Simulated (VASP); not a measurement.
Input of a VASP 6.6.1 run:

INCAR

```
SYSTEM = Ir
  ALGO = Normal
  EDIFF = 1E-8
  ENCUT = 420
  GGA = PS
  GGA_COMPAT = .False.
  ISIF = 2
  ISMEAR = -1
  LASPH = .True.
  LCHARG = .False.
  LEFG = .True.
  LREAL = .False.
  LWAVE = .False.
  NBANDS = 14
  NELM = 120
  PREC = Accurate
  SIGMA = 0.05
```

File KPOINTS:

```
k-points
0
Gamma
  18 18 18
  0 0 0
```

Contents of POSCAR:

```
Ir
1.0
    0.0383940000      1.9388970000      1.9388970000
    1.9388970000      0.0383940000      1.9388970000
    1.9388970000      1.9388970000      0.0383940000
Ir
1
Direct
    0.0000000000      0.0000000000      0.0000000000
```

Potentials or basis: VASP PAW PBE potentials, release 64 (Ir_sv_GW).

Run with:

```console
$ cat potpaw_PBE.64/Ir_sv_GW/POTCAR > POTCAR
$ mpirun -np 1 vasp_std > vasp.out
```

What does it give for the band gap on the k mesh?

Zero (an odd number of electrons rules out a gap without spin polarisation).

Estimate the pressure.

-4.4 GPa.

Electric field gradients, principal values (V/Å²):
| atom | least | middle | greatest (by size) |
| --- | --- | --- | --- |
| 1 Ir | -20.192 | -20.192 | 40.383 |

Caveat: the cell differs from its parent crystal (equal xy, yz and zx shear strains of +2 %); the cell stands under tension; without QUAD_EFG the Cq values of the log hold for a quadrupole moment of 1 mb, not for the nuclei; the PAW data sets were made with another functional, which shifts forces and pressure a little; spin-orbit coupling is left out, which moves the levels of the heavy elements.
